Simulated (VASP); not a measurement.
Set up this calculation in VASP 6.6.1, as the native input.

| Item | Value |
| --- | --- |
| Task | single point |
| Functional | PBE |
| Potentials or basis | VASP PAW PBE potentials, release 64 (Ru_pv) |
| Cutoff | 520 eV |
| k mesh | 9 × 9 × 13 |
| Occupations | fermi-dirac, width 0.08 eV |
| Spin | no spin polarisation |
| Dipole correction | no |
| Further INCAR settings | ALGO = Normal; EDIFF = 1e-06; NBANDS = 28 |

The structure of Ru lies in POSCAR:

```
Ru
1.0
    3.9494787661      0.0000000000      0.0000000000
   -1.9747393831      3.4203489432      0.0000000000
    0.0000000000      0.0000000000      2.4455575740
Ru
3
Direct
    0.0000000000      0.0000000000      0.0000000000
    0.3333333333      0.6666666667      0.5000000000
    0.6666666667      0.3333333333      0.5000000000
```

This isn't the form of Ru at room conditions, which is hcp.

The input as run:

INCAR

```
SYSTEM = Ru
ALGO = Normal
EDIFF = 1E-6
ENCUT = 520
GGA = PE
ISIF = 2
ISMEAR = -1
LASPH = .TRUE.
LCHARG = .FALSE.
LREAL = .FALSE.
LWAVE = .FALSE.
NBANDS = 28
NELM = 80
PREC = Accurate
SIGMA = 0.08
```

KPOINTS

```
k-points
0
G
  9 9 13
  0 0 0
```

Potentials or basis: VASP PAW PBE potentials, release 64 (Ru_pv).

Run with:

```bash
$ cat potpaw_PBE.64/Ru_pv/POTCAR > POTCAR
$ mpirun -np 1 vasp_std > vasp.out
```

It gave:

- Pressure: 131.4 GPa
- Band gap on the k mesh: zero (bands 21 and 22 overlap by 3.25 eV)

Caveat: the cell stands under pressure.

It took 26 s on 1 thread of Intel(R) Xeon(R) 6975P-C (Granite Rapids), on a shared host, peak memory 0.18 GiB.
